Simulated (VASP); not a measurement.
Tl, 2 atoms in the cell. It takes space group I4_1/amd (No. 141, tetragonal). Conventional cell: a = 5.744 Å, b = 5.744 Å, c = 3.071 Å, α = 90.00°, β = 90.00°, γ = 90.00°. Within 3.9 Å of Tl (site symmetry -4m2) lie 10 Tl at 2.97 to 3.68 Å. 

```yaml
Program: VASP 6.6.1
Task: single point
Functional: PBE
Potentials_or_basis: VASP PAW PBE potentials, release 64 (Tl_d)
Cutoff: 520 eV
k_mesh: 13 × 13 × 13
Occupations: fermi-dirac, width 0.08 eV
Spin: no spin polarisation
Dipole_correction: no
Further_INCAR_settings: ALGO = Normal; EDIFF = 1e-07; NBANDS = 20
```

Potentials or basis: VASP PAW PBE potentials, release 64 (Tl_d).

The run is started by

```bash
$ cat potpaw_PBE.64/Tl_d/POTCAR > POTCAR
$ mpirun -np 1 vasp_std > vasp.out
```

Hardware: 1 thread of Oxide Virtual Turin-like Processor, with other jobs on the host.

Task: How long does it take, and how much memory?

Result: Run time: 3.2 min on 1 thread of Oxide Virtual Turin-like Processor (shared host), peak memory 0.25 GiB. Counts: scf iterations 12, k points 196.
